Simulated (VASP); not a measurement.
Crystal: CdS3.

```xyz
4
Lattice="3.0719 0.0000 0.0000 0.0000 3.0719 0.0000 0.0000 0.0000 10.1114" Properties=species:S:1:pos:R:3 pbc="T T T"
Cd    0.0000    0.0000    0.0000
S     1.5359    1.5359    7.4245
S     0.0000    0.0000    5.0557
S     1.5359    1.5359    2.6868
```

The cell was built from a structure type or drawn by symmetry, and may not be a known phase.

- Program: VASP 6.6.1
- Task: relaxation of cell and atoms
- Functional: PBE
- Potentials or basis: VASP PAW PBE potentials, release 64 (Cd, S)
- Cutoff: 500 eV
- k mesh: 6 × 6 × 2
- Occupations: gaussian, width 0.1 eV
- Spin: no spin polarisation

At the start: pressure -9.7 GPa; volume 23.85 Å³/atom.

Question: How do energy, volume and symmetry change on relaxing?

Answer: Over 30 steps the energy falls by 436.3 meV/atom and the volume is 21.67 Å³/atom (-9.1 %); space group P4/mmm (No. 123, to 0.1 Å) before and after.

Step by step:
| step | energy change (eV) | largest force (eV/Å) | pressure (GPa) | volume (Å³) |
| --- | --- | --- | --- | --- |
| 1 | 0.0000 | 0.2264 | -9.65 | 95.41 |
| 2 | -0.8727 | 0.3330 | -3.37 | 76.90 |
| 3 | -0.9259 | 0.3275 | -0.09 | 72.78 |
| 4 | -0.9263 | 0.3264 | 0.30 | 72.37 |
| 5 | -0.9505 | 0.2880 | 0.37 | 72.33 |
| 6 | -0.9863 | 0.1696 | 0.96 | 72.13 |
| 7 | -0.9925 | 0.1365 | 1.31 | 72.04 |
| 8 | -1.0319 | 0.0597 | 2.32 | 71.83 |
| 9 | -1.1343 | 0.0667 | 4.30 | 71.26 |
| 10 | -1.2668 | 0.3401 | 11.52 | 69.58 |
| 11 | -1.2708 | 0.3421 | 11.56 | 69.62 |
| 12 | -1.2813 | 0.3469 | 11.69 | 69.75 |
| 13 | -1.2965 | 0.3538 | 12.00 | 70.00 |
| 14 | -1.3044 | 0.3626 | 12.79 | 70.47 |
| 15 | -1.3262 | 0.3503 | 12.36 | 70.78 |
| 16 | -1.3875 | 0.3156 | 11.12 | 71.72 |
| 17 | -1.4927 | 0.2522 | 8.83 | 73.63 |
| 18 | -1.6405 | 0.1431 | 4.95 | 77.53 |
| 19 | -1.7389 | 0.0301 | -0.56 | 85.68 |
| 20 | -1.7391 | 0.0248 | -0.39 | 85.36 |
| 21 | -1.7390 | 0.0196 | -0.23 | 85.05 |
| 22 | -1.7398 | 0.0224 | -0.18 | 85.10 |
| 23 | -1.7417 | 0.0300 | -0.01 | 85.24 |
| 24 | -1.7428 | 0.0410 | 0.33 | 85.53 |
| 25 | -1.7428 | 0.0390 | 0.26 | 85.47 |
| 26 | -1.7432 | 0.0426 | 0.16 | 85.73 |
| 27 | -1.7436 | 0.0502 | -0.07 | 86.34 |
| 28 | -1.7438 | 0.0489 | -0.06 | 86.37 |
| 29 | -1.7444 | 0.0458 | -0.04 | 86.48 |
| 30 | -1.7454 | 0.0395 | 0.01 | 86.69 |

Final structure:
```
CELL_PARAMETERS angstrom
2.53797 0.00000 0.00000
0.00000 2.53797 0.00000
0.00000 0.00000 13.45777
ATOMIC_POSITIONS crystal
Cd 0.00000 0.00000 0.00000
S 0.50000 0.50000 0.77729
S 0.00000 0.00000 0.50000
S 0.50000 0.50000 0.22271
```

Caveat: a cell axis changed by over 15 % at a fixed basis, so the end point is rough.
